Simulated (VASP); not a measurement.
Crystal: Ga.

```xyz
2
Lattice="1.4500 -4.0650 0.0000 1.4500 4.0650 0.0000 0.0000 0.0000 3.1700" Properties=species:S:1:pos:R:3 pbc="T T T"
Ga    1.4500    2.9837    2.3775
Ga    1.4500   -2.9837    0.7925
```

Base run:

```yaml
Program: VASP 6.6.1
Functional: PBEsol
Potentials_or_basis: VASP PAW PBE potentials, release 64 (Ga_d)
Cutoff: 520 eV
k_mesh: 10 × 10 × 8
Occupations: fermi-dirac, width 0.05 eV
Spin: no spin polarisation
```

Its results: band gap on the k mesh zero (band 13 reaches 10.62 eV, above the bottom of band 14 at 1.25 eV); pressure -2.1 GPa; largest force 0.211 eV/Å.

Task: The run is repeated on the same cell with these changes: functional from PBEsol to PBE. What comes out?

Result: Band gap on the k mesh zero (band 13 reaches 10.79 eV, above the bottom of band 14 at 1.42 eV); pressure 1.6 GPa; largest force 0.216 eV/Å.

PBE binds less tightly than PBEsol, so the same cell stands under more pressure.

Caveats: the PAW data sets were made with another functional, which shifts forces and pressure a little (some runs).
